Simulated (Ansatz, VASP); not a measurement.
Two plane-wave programs on Mg4H

The input INCAR:

```
ALGO     = Normal         # electronic algorithm
DIPOL    = 0.5 0.5 0.303
EDIFF    = 1E-7           # SCF threshold, eV
ENCUT    = 520            # plane-wave cutoff, eV
GGA      = PE             # functional
IDIPOL   = 3            
ISIF     = 2              # what is computed and relaxed
ISMEAR   = 0              # smearing method
LASPH    = T              # aspherical terms in the spheres
LCHARG   = F              # write CHGCAR
LDIPOL   = T            
LREAL    = F              # projectors in reciprocal space
LWAVE    = F              # write WAVECAR
NBANDS   = 20             # bands
NELM     = 100            # most SCF steps
PREC     = Accurate       # precision mode
SIGMA    = 0.1            # smearing width, eV
```

KPOINTS

```
k-points
0
Gamma
  4 5 1
```

POSCAR

```
Mg4H
1.0
    6.4201385733      0.0000000000      0.0000000000
    0.0000000000      5.1379129567      0.0000000000
    0.0000000000      0.0000000000     21.6644777330
Mg H
8 2
Direct
    0.0000000000      0.7500000000      0.1846340378
    0.5000000000      0.7500000000      0.1846340378
    0.2500000000      0.2500000000      0.2274076137
    0.7500000000      0.2500000000      0.2274076137
    0.2500000000      0.7500000000      0.3173234500
    0.7500000000      0.7500000000      0.3173234500
    0.0000000000      0.2500000000      0.3537808678
    0.5000000000      0.2500000000      0.3537808678
    0.6993780397      0.0833333333      0.4336350891
    0.8006219603      0.0833333333      0.4336350891
```

Input for Ansatz:

```yaml
crystal:
  lattice:
    - [6.4201385733, 0.0, 0.0]
    - [0.0, 5.1379129567, 0.0]
    - [0.0, 0.0, 21.664477733]
  atoms:
    - { symbol: Mg, position: [0.0, 0.75, 0.1846340378] }
    - { symbol: Mg, position: [0.5, 0.75, 0.1846340378] }
    - { symbol: Mg, position: [0.25, 0.25, 0.2274076137] }
    - { symbol: Mg, position: [0.75, 0.25, 0.2274076137] }
    - { symbol: Mg, position: [0.25, 0.75, 0.31732345] }
    - { symbol: Mg, position: [0.75, 0.75, 0.31732345] }
    - { symbol: Mg, position: [0.0, 0.25, 0.3537808678] }
    - { symbol: Mg, position: [0.5, 0.25, 0.3537808678] }
    - { symbol: H, position: [0.6993780397, 0.0833333333, 0.4336350891] }
    - { symbol: H, position: [0.8006219603, 0.0833333333, 0.4336350891] }
basis:
  ecutwfc: 420
kpoints:
  mp_grid: { grid: [4, 5, 1] }
hamiltonian:
  xc: pbe
scf:
  occupations: { method: gaussian, width: 0.1 }
output:
  forces: true
  eigenvalues: true
  write_density: true
  write_potential: true
  elf: true
  volumetric_format: npy
efield:
  axis: 3
  dipole_correction: true
  ramp_width: 0.04
```

Alike in both runs: task single point; functional PBE; k mesh 4 × 5 × 1; occupations gaussian, width 0.1 eV; no spin polarisation.

```csv
,VASP,Ansatz
version,VASP 6.6.1,Ansatz 0.2.0
potentials or method,"VASP PAW PBE potentials, release 64 (Mg, H), cutoff 520 eV","scalar-relativistic, plane waves, PAW"
valence electrons in the cell,18,82
```

VASP gave:

- gap on the k mesh at the Fermi level (eV): none
- rms of the force components (eV/Å): 1.356

Which values does Ansatz return?

gap on the k mesh at the Fermi level (eV): none; rms of the force components (eV/Å): 1.346.

Atom by atom the forces differ by 0.011 eV/Å (rms over components). A gap of «none» marks a metal or a gap that the smearing closes. The functional is the same, so the differences come from potentials, cutoffs and numerics. VASP's potentials hold 18 valence electrons a cell and Ansatz's 82, so a difference there can come from the potentials and not from the codes. Ansatz's warnings: xc potential rough in thin density.
